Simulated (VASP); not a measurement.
Wanted: the native input for a VASP 6.6.1 run.

| Property | Result |
| --- | --- |
| Task | relaxation of cell and atoms |
| Functional | PBEsol |
| Potentials or basis | VASP PAW PBE potentials, release 64 (Sn_d) |
| Cutoff | 600 eV |
| k mesh | 12 × 12 × 12 |
| Occupations | fermi-dirac, width 0.1 eV |
| Spin | no spin polarisation |
| Target pressure | 98 GPa |
| Dipole correction | no |
| Further INCAR settings | ALGO = Normal; EDIFF = 1e-07; IBRION = 2; EDIFFG = -0.005; NSW = 32; ISIF = 3 |

The structure of Sn lies in POSCAR:

```
Sn
1.0
    0.0000000000      2.6890486500      2.6890486500
    2.6890486500      0.0000000000      2.6890486500
    2.6890486500      2.6890486500      0.0000000000
Sn
2
Direct
   -0.1250000000     -0.1250000000     -0.1250000000
    0.1250000000      0.1250000000      0.1250000000
```

One way to write it, as run:

INCAR

```
PREC = Accurate
ENCUT = 600
EDIFF = 1E-7
ISMEAR = -1
SIGMA = 0.1
LREAL = False
LASPH = True
NELM = 60
ALGO = Normal
ISIF = 3
LWAVE = False
LCHARG = False
GGA = PS
IBRION = 2
NSW = 32
EDIFFG = -0.005
PSTRESS = 980.0
```

KPOINTS

```
Automatic mesh
0
Gamma
  12 12 12
```

Potentials or basis: VASP PAW PBE potentials, release 64 (Sn_d).

Launch:

```sh
$ cat potpaw_PBE.64/Sn_d/POTCAR > POTCAR
$ mpirun -np 1 vasp_std > vasp.out
```

Results of the run:

The relaxed volume is 19.46 Å³/atom and the relaxed cell is a = 3.804 Å, b = 3.804 Å, c = 3.804 Å, α = 60.00°, β = 60.00°, γ = 60.00°. The space group after relaxing (to 0.05 Å) is Fd-3m (No. 227). The energy change on relaxing (the enthalpy is what falls) is -10.3 meV/atom. The ionic steps are 3 and the pressure after relaxing is 98.0 GPa. The band gap on the k mesh is zero (band 14 reaches 14.05 eV, above the bottom of band 15 at 13.25 eV).

Caveat: the cell is relaxed towards a set pressure, so the enthalpy falls and the energy may rise; the PAW data sets were made with another functional, which shifts forces and pressure a little; spin-orbit coupling is left out, which moves the levels of the heavy elements.

Run time: 64 s on 1 thread of Intel(R) Xeon(R) 6975P-C (Granite Rapids) (shared host), peak memory 0.2 GiB.
